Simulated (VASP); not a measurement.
Runs of VASP 6.6.1 on WC (Qusongite). The structure is that of space group P-6m2 (No. 187), or close to it. The cells are those of the table. 

```csv
task,potentials or basis,spin,cell,k mesh,cutoff (eV),second run,gap on the mesh (eV),pressure (GPa)
single point,"VASP PAW PBE potentials, release 64 (W_sv, C)",off,"a = 2.984, b = 2.984, c = 2.893 Å, angles 90.0, 90.0, 120.0°, 2 atoms",18 × 18 × 14,520,-,none,(a)
single point,"VASP PAW PBE potentials, release 64 (W_sv, C_h)",off,"a = 2.890, b = 2.890, c = 2.823 Å, angles 90.0, 90.0, 120.0°, 2 atoms",18 × 18 × 14,910,hard_potentials,none,13.6
single point,"VASP PAW PBE potentials, release 64 (W_sv, C)",off,"a = 2.906, b = 2.907, c = 2.837 Å, angles 90.0, 90.0, 120.0°, 2 atoms",9 × 9 × 6,520,-,none,6.9
relaxation of cell and atoms,"VASP PAW PBE potentials, release 64 (W_sv, C)",off,"relaxed from a = 2.906, b = 2.907, c = 2.837 Å, angles 90.0, 90.0, 120.0°, 2 atoms",18 × 18 × 14,600,-,none,0.0
single point,"VASP PAW PBE potentials, release 64 (W_sv, C)","non-collinear, zero start, SOC","a = 2.922, b = 2.922, c = 2.847 Å, angles 90.0, 90.0, 120.0°, 2 atoms",18 × 18 × 14,520,-,-,1.8
single point,"VASP PAW PBE potentials, release 64 (W_sv, C_h)",off,"a = 2.922, b = 2.922, c = 2.847 Å, angles 90.0, 90.0, 120.0°, 2 atoms",12 × 12 × 12,910,hard_potentials,none,1.0
single point,"VASP PAW PBE potentials, release 64 (W_sv, C)",off,"a = 2.922, b = 2.922, c = 2.847 Å, angles 90.0, 90.0, 120.0°, 2 atoms",18 × 18 × 14,520,-,none,1.1
single point,"VASP PAW PBE potentials, release 64 (W_sv, C)",off,"a = 2.922, b = 2.922, c = 2.847 Å, angles 90.0, 90.0, 120.0°, 2 atoms",12 × 12 × 12,520,-,none,1.1
single point,"VASP PAW PBE potentials, release 64 (W_sv, C_h)",off,"a = 2.922, b = 2.922, c = 2.847 Å, angles 90.0, 90.0, 120.0°, 2 atoms",18 × 18 × 14,910,hard_potentials,none,1.0
single point,"VASP PAW PBE potentials, release 64 (W_sv, C)",off,"a = 2.890, b = 2.890, c = 2.823 Å, angles 90.0, 90.0, 120.0°, 2 atoms",18 × 18 × 14,520,-,none,13.7
relaxation of shape and atoms at fixed volume,"VASP PAW PBE potentials, release 64 (W_sv, C)",off,"relaxed from a = 2.892, b = 2.892, c = 2.818 Å, angles 90.0, 90.0, 120.0°, 2 atoms",18 × 18 × 14,600,-,none,13.6
```

Alike in all rows: level PBE; smearing gaussian 0.1 eV.

Problem. Estimate the missing entries.

Solution. (a) -18.8.

Caveats: some runs use coarse meshes; spin-orbit coupling is left out, which moves the levels of the heavy elements (some runs); the cutoff is under 1.25 times the usual one of these potentials, so pressure, stress and relaxed cells hold a basis-set (Pulay) error (some runs).

A k mesh can miss the band edges, and rows without SOC leave out spin-orbit coupling on W.

A gap of «none» marks levels without a gap at the run's occupations.
